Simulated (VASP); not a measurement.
Ir: single point with r2SCAN

The system is Ir.

```xyz
1
Lattice="0.0000 1.9156 1.9156 1.9156 0.0000 1.9156 1.9156 1.9156 0.0000" Properties=species:S:1:pos:R:3 pbc="T T T"
Ir    0.0000    0.0000    0.0000
```

| Item | Value |
| --- | --- |
| Program | VASP 6.6.1 |
| Task | single point |
| Functional | r2SCAN |
| Potentials or basis | VASP PAW PBE potentials, release 64 (Ir) |
| Cutoff | 550 eV |
| k mesh | 13 × 13 × 13 |
| Occupations | fermi-dirac, width 0.05 eV |
| Spin | no spin polarisation |
| Dipole correction | no |
| Further INCAR settings | ALGO = Normal; EDIFF = 1e-06; NBANDS = 10 |

| Item | Value |
| --- | --- |
| Pressure | 6.9 GPa |

Levels at points of the mesh, in eV from the Fermi level:
```tsv
k point	band 1	band 2	band 3	band 4	band 5	band 6	band 7	band 8	band 9
(0.00, 0.00, 0.00)	-11.62	-4.06	-4.06	-4.06	-1.32	-1.32	15.06	20.97	20.97
```

It took 68 s on 1 thread of Intel Xeon 8259CL, with other jobs on the host, peak memory 0.16 GiB.

Caveat: the PAW data sets were made with another functional, which shifts forces and pressure a little; spin-orbit coupling is left out, which moves the levels of the heavy elements.
